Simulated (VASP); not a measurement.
# Ga (P6/mmm) in VASP: a series of runs

The runs below take Ga through single point, relaxation of cell and atoms, with PBE.

Program: VASP 6.6.1. These are calculated values, not measurements. Logs are shortened: lines on timing, memory, paths and dates and some standing lists are left out, and cuts for length are marked.

## 1. The cell of the first run

The structure is hexagonal, space group P6/mmm (No. 191). Conventional cell: a = 4.707 Å, b = 4.707 Å, c = 3.017 Å, α = 90.00°, β = 90.00°, γ = 120.00°. Within 4.0 Å of Ga (site symmetry 6/mmm) lie 14 Ga at 3.02 to 3.11 Å. Ga (site symmetry -6m2) has 11 Ga at 2.72 to 3.11 Å within 3.6 Å.

This isn't the form of Ga at room conditions, which is orthorhombic.

## 2. Single point, PBE

INCAR reads:

```
PREC = Accurate
ENCUT = 520
EDIFF = 1E-6
ISMEAR = -1
SIGMA = 0.1
LREAL = False
LASPH = True
NELM = 100
ALGO = Normal
ISIF = 2
LWAVE = False
LCHARG = False
GGA = PE
NBANDS = 26
```

KPOINTS reads:

```
Automatic mesh
0
Gamma
  10 10 14
```

POSCAR reads:

```
Ga
1.0
    4.7070987211      0.0000000000      0.0000000000
   -2.3535493606      4.0764670706      0.0000000000
    0.0000000000      0.0000000000      3.0170200154
Ga
3
Direct
    1.0000000000      1.0000000000      0.0000000000
    0.3333333333      0.6666666667      0.5000000000
    0.6666666667      0.3333333333      0.5000000000
```

Potentials or basis: VASP PAW PBE potentials, release 64 (Ga_d).

Run with:

```bash
> cat potpaw_PBE.64/Ga_d/POTCAR > POTCAR
> mpirun -np 1 vasp_std > vasp.out
```

OUTCAR:

```text
PREC = Accurate
   ENCUT = 520
   EDIFF = 1E-6
   ISMEAR = -1
   LREAL = False
   LASPH = True
   NELM = 100
   ISIF = 2
   GGA = PE

 ion  position               nearest neighbor table
   1  0.000  0.000  0.000-
   2  0.333  0.667  0.500-   3 2.72   3 2.72   3 2.72
   3  0.667  0.333  0.500-   2 2.72   2 2.72   2 2.72

  LATTYP: Found a hexagonal cell.
 ALAT       =     4.7070987211
 C/A-ratio  =     0.6409510814

  Lattice vectors:

 A1 = (   4.7070987211,   0.0000000000,   0.0000000000)
 A2 = (  -2.3535493606,   4.0764670706,   0.0000000000)
 A3 = (   0.0000000000,   0.0000000000,   3.0170200154)

Analysis of symmetry for initial positions (statically):
=====================================================================
 Subroutine PRICEL returns:
 Original cell was already a primitive cell.

 Routine SETGRP: Setting up the symmetry group for a
 hexagonal supercell.

 Subroutine GETGRP returns: Found 24 space group operations
 (whereof 24 operations were pure point group operations)
 out of a pool of 24 trial point group operations.

The static configuration has the point symmetry D_6h.

Analysis of symmetry for dynamics (positions and initial velocities):
=====================================================================
 Subroutine PRICEL returns:
 Original cell was already a primitive cell.

 Routine SETGRP: Setting up the symmetry group for a
 hexagonal supercell.

 Subroutine GETGRP returns: Found 24 space group operations
 (whereof 24 operations were pure point group operations)
 out of a pool of 24 trial point group operations.

The dynamic configuration has the point symmetry D_6h.

 Subroutine INISYM returns: Found 24 space group operations
 (whereof 24 operations are pure point group operations),
 and found     1 'primitive' translations

----------------------------------------------------------------------------------------

                                     Primitive cell

  volume of cell :      57.8916

  direct lattice vectors                    reciprocal lattice vectors
     4.707098721  0.000000000  0.000000000     0.212445088  0.122655228  0.000000000
    -2.353549361  4.076467071  0.000000000     0.000000000  0.245310457  0.000000000
     0.000000000  0.000000000  3.017020015     0.000000000  0.000000000  0.331452889

  length of vectors
     4.707098721  4.707098721  3.017020015     0.245310457  0.245310457  0.331452889

  position of ions in fractional coordinates (direct lattice)
     0.000000000  0.000000000  0.000000000
     0.333333333  0.666666667  0.500000000
     0.666666667  0.333333333  0.500000000

  ion indices of the primitive-cell ions
   primitive index   ion index
                 1           1
                 2           2
                 3           3

----------------------------------------------------------------------------------------

 KPOINTS: Automatic mesh

Automatic generation of k-mesh.
 Grid dimensions read from file:
 generate k-points for:   10   10   14

 Generating k-lattice:

  Cartesian coordinates                     Fractional coordinates (reciprocal lattice)
     0.021244509  0.012265523  0.000000000     0.100000000 -0.000000000  0.000000000
     0.000000000  0.024531046  0.000000000     0.000000000  0.100000000  0.000000000
     0.000000000  0.000000000  0.023675206     0.000000000  0.000000000  0.071428571

  Length of vectors
     0.024531046  0.024531046  0.023675206

  Shift w.r.t. Gamma in fractional coordinates (k-lattice)
     0.000000000  0.000000000  0.000000000

 Subroutine IBZKPT returns following result:
 ===========================================

 Found    112 irreducible k-points:

 Following reciprocal coordinates:
            Coordinates               Weight
  0.000000  0.000000  0.000000      1.000000
  0.100000 -0.000000  0.000000      6.000000
  0.200000 -0.000000  0.000000      6.000000
  0.300000  0.000000  0.000000      6.000000
  0.400000  0.000000  0.000000      6.000000
  0.500000  0.000000  0.000000      3.000000
[... 16 lines left out ...]
  0.300000  0.100000  0.071429     24.000000
  0.400000  0.100000  0.071429     24.000000
 [... further k-points ...]
   k-points           NKPTS =    112   k-points in BZ     NKDIM =    112   number of bands    NBANDS=     26
   number of dos      NEDOS =    301   number of ions     NIONS =      3
   total plane-waves  NPLWV =  31104
   dimension x,y,z NGX =    36 NGY =   36 NGZ =   24
   dimension x,y,z NGXF=    72 NGYF=   72 NGZF=   48
   ions per type =               3
   NGX,Y,Z   is equivalent  to a cutoff of  12.71, 12.71, 13.22 a.u.
   NGXF,Y,Z  is equivalent  to a cutoff of  25.43, 25.43, 26.45 a.u.
 SYSTEM =  unknown system
   PREC   = accura    normal or accurate (medium, high low for compatibility)
   ISTART =      0    job   : 0-new  1-cont  2-samecut
   ICHARG =      2    charge: 1-file 2-atom 10-const
   ISPIN  =      1    spin polarized calculation?
   LNONCOLLINEAR =      F non collinear calculations
   LSORBIT =      F    spin-orbit coupling
   LASPH  =      T    aspherical Exc in radial PAW
   ENCUT  =  520.0 eV  38.22 Ry    6.18 a.u.   8.75  8.75  5.61*2*pi/ulx,y,z
   NELM   =    100;   NELMIN=  2; NELMDL= -5     # of ELM steps
   EDIFF  = 0.1E-05   stopping-criterion for ELM
   LREAL  =      F    real-space projection
   EDIFFG = 0.1E-04   stopping-criterion for IOM
   NSW    =      0    number of steps for IOM
   IBRION =     -1    ionic relax: 0-MD 1-quasi-New 2-CG
   NFREE  =      0    steps in history (QN), initial steepest desc. (CG)
   ISIF   =      2    stress and relaxation
   ISYM   =      2    0-nonsym 1-usesym 2-fastsym
   POTIM  = 0.5000    time-step for ionic-motion
   TEBEG  =    0.0;   TEEND  =   0.0 temperature during run
   PSTRESS=    0.0 pullay stress
   NELECT =      39.0000    total number of electrons
   NUPDOWN=      -1.0000    fix difference up-down
   EMIN   =  10.00;   EMAX   =-10.00  energy-range for DOS
   EFERMI =   0.00;   METHOD = LEGACY
   ISMEAR =    -1;   SIGMA  =   0.10  broadening in eV -4-tet -1-fermi 0-gaus
   EFERMI_NEDOS =   21; number of points for ismear=-14 and -15
   IALGO  =     38    algorithm
   IMIX   =      4    mixing-type and parameters
     AMIX     =   0.40;   BMIX     =  1.00
     AMIX_MAG =   1.60;   BMIX_MAG =  1.00
  volume/ion in A,a.u.               =      19.30       130.22
  Fermi-wavevector in a.u.,A,eV,Ry     =   1.435130  2.712002 28.022531  2.059598
  Thomas-Fermi vector in A             =   2.554462
   LORBIT       =      0    0 simple, 1 ext, 2 COOP (PROOUT), +10 PAW based schemes
   GGA     = PE    functional components
   LHFCALC =     F    Hartree Fock is set to
   AEXX    =    0.0000 exact exchange contribution
   IVDW    =     0    specifies the selected vdW correction
   LEPSILON=     F    determine dielectric tensor
   LRPA    =     F    only Hartree local field effects (RPA)
 non-spin polarized calculation
  energy-cutoff  :      520.00
  volume of cell :       57.89
 maximum number of plane-waves:      1583
 NGX is ok and might be reduce to    36
   NGX = 17   NGY = 17   NGZ = 11

 number of electron      39.0000036 magnetization

 Free energy of the ion-electron system (eV)
  ---------------------------------------------------
  ext. energy  EPLUGINS =         0.00000000
  ---------------------------------------------------
  free energy    TOTEN  =        -8.60537910 eV

  energy without entropy =       -8.55939158  energy(sigma->0) =       -8.58238534

 E-fermi :   5.3177     XC(G=0): -10.8982

 val. band max:        5.3094885244   @ k =   0.2000   0.1000   0.0000
 cond. band min:       5.3308711541   @ k =   0.2000  -0.0000   0.2143
 fundamental gap:      0.0213826297
 Fermi energy:         5.3177369212

 k-point     1 :       0.0000    0.0000    0.0000
  band No.  band energies     occupation
      1      -9.7205      2.00000
      2      -9.5564      2.00000
      3      -9.5564      2.00000
      4      -9.5310      2.00000
      5      -9.5266      2.00000
      6      -9.4959      2.00000
[... 18 lines left out ...]
     25      16.9858      0.00000
     26      17.0241      0.00000

 k-point     2 :       0.1000   -0.0000    0.0000
  band No.  band energies     occupation
      1      -9.7163      2.00000
      2      -9.5769      2.00000
      3      -9.5720      2.00000
      4      -9.5356      2.00000
      5      -9.5219      2.00000
      6      -9.5064      2.00000
[... 18 lines left out ...]
     25      16.6655      0.00000
     26      16.7820      0.00000

 k-point     3 :       0.2000   -0.0000    0.0000
  band No.  band energies     occupation
      1      -9.7052      2.00000
      2      -9.6142      2.00000
      3      -9.6003      2.00000
      4      -9.5488      2.00000
      5      -9.5240      2.00000
      6      -9.5227      2.00000
[... 18 lines left out ...]
     25      15.6524      0.00000
     26      15.7704      0.00000

 k-point     4 :       0.3000    0.0000    0.0000
  band No.  band energies     occupation
      1      -9.6916      2.00000
      2      -9.6488      2.00000
      3      -9.6243      2.00000
      4      -9.5649      2.00000
      5      -9.5363      2.00000
      6      -9.5276      2.00000
[... 18 lines left out ...]
     25      14.5097      0.00000
     26      14.6960      0.00000

 k-point     5 :       0.4000    0.0000    0.0000
  band No.  band energies     occupation
      1      -9.6903      2.00000
      2      -9.6604      2.00000
      3      -9.6394      2.00000
      4      -9.5793      2.00000
      5      -9.5451      2.00000
      6      -9.5305      2.00000
[... 18 lines left out ...]
     25      12.9557      0.00000
     26      13.5680      0.00000

 k-point     6 :       0.5000    0.0000    0.0000
  band No.  band energies     occupation
      1      -9.6961      2.00000
      2      -9.6567      2.00000
      3      -9.6444      2.00000
      4      -9.5858      2.00000
      5      -9.5482      2.00000
      6      -9.5316      2.00000
[... 427 lines left out ...]
 k-point    21 :       0.1000    0.1000    0.0714
  band No.  band energies     occupation
      1      -9.7003      2.00000
      2      -9.6017      2.00000
      3      -9.5966      2.00000
      4      -9.5349      2.00000
      5      -9.5327      2.00000
      6      -9.5225      2.00000
[... 18 lines left out ...]
     25      15.1857      0.00000
     26      15.2646      0.00000

 k-point    22 :       0.2000    0.1000    0.0714
  band No.  band energies     occupation
      1      -9.6890      2.00000
      2      -9.6354      2.00000
      3      -9.6198      2.00000
      4      -9.5470      2.00000
      5      -9.5383      2.00000
      6      -9.5230      2.00000
[... 18 lines left out ...]
     25      14.3916      0.00000
     26      14.8542      0.00000

 k-point    23 :       0.3000    0.1000    0.0714
  band No.  band energies     occupation
      1      -9.6844      2.00000
      2      -9.6550      2.00000
      3      -9.6370      2.00000
      4      -9.5603      2.00000
      5      -9.5438      2.00000
      6      -9.5236      2.00000
[... 18 lines left out ...]
     25      13.1448      0.00000
     26      14.3005      0.00000

 k-point    24 :       0.4000    0.1000    0.0714
  band No.  band energies     occupation
      1      -9.6933      2.00000
      2      -9.6516      2.00000
      3      -9.6462      2.00000
      4      -9.5699      2.00000
      5      -9.5471      2.00000
      6      -9.5252      2.00000
[... 18 lines left out ...]
     25      13.0022      0.00000
     26      13.4203      0.00000

 [... further k-points ...]
[... 5 lines left out ...]
  --------------------------------------------------------------------------------------
  -------------------------------------------------------------------------------------
  Total        0.3320634      0.3320634     -0.3184564     -0.0000000     -0.0000000     -0.0000000
  in kB        9.1900141      9.1900141     -8.8134328     -0.0000000     -0.0000000     -0.0000000
  external PRESSURE =       3.1888652 kB  Pullay stress =       0.0000000 kB

 VOLUME and BASIS-vectors are now :
 -----------------------------------------------------------------------------
  energy-cutoff  :      520.00
  volume of cell :       57.89
      direct lattice vectors                 reciprocal lattice vectors
     4.707098721  0.000000000  0.000000000     0.212445088  0.122655228  0.000000000
    -2.353549361  4.076467071  0.000000000     0.000000000  0.245310457  0.000000000
     0.000000000  0.000000000  3.017020015     0.000000000  0.000000000  0.331452889

 POSITION                                       TOTAL-FORCE (eV/Angst)
 -----------------------------------------------------------------------------------
      0.00000      0.00000      0.00000         0.000000      0.000000     -0.000000
     -0.00000      2.71764      1.50851        -0.000000      0.000000      0.000000
      2.35355      1.35882      1.50851         0.000000      0.000000     -0.000000
 -----------------------------------------------------------------------------------
    total drift:                                0.000000      0.000000     -0.000000

  FREE ENERGIE OF THE ION-ELECTRON SYSTEM (eV)
  ---------------------------------------------------
  free  energy   TOTEN  =        -8.6053791034 eV

  energy  without entropy=       -8.5593915834  energy(sigma->0) =       -8.58238534
```

Run time: 95 s. Hardware: 1 thread of Intel Xeon Platinum 8259CL at 2.50GHz (Skylake/Cascade Lake), shared host; peak memory 0.26 GiB.

Results:

| Item | Value |
| --- | --- |
| Free energy | -8.6054 eV |
| Pressure | 0.3 GPa |
| Band gap on the k mesh | zero (an odd number of electrons rules out a gap without spin polarisation) |

Stress tensor (GPa, compression positive):
```
 0.92  0.00  0.00
 0.00  0.92  0.00
 0.00  0.00 -0.88
```

(Continued in part 2 of 2.)
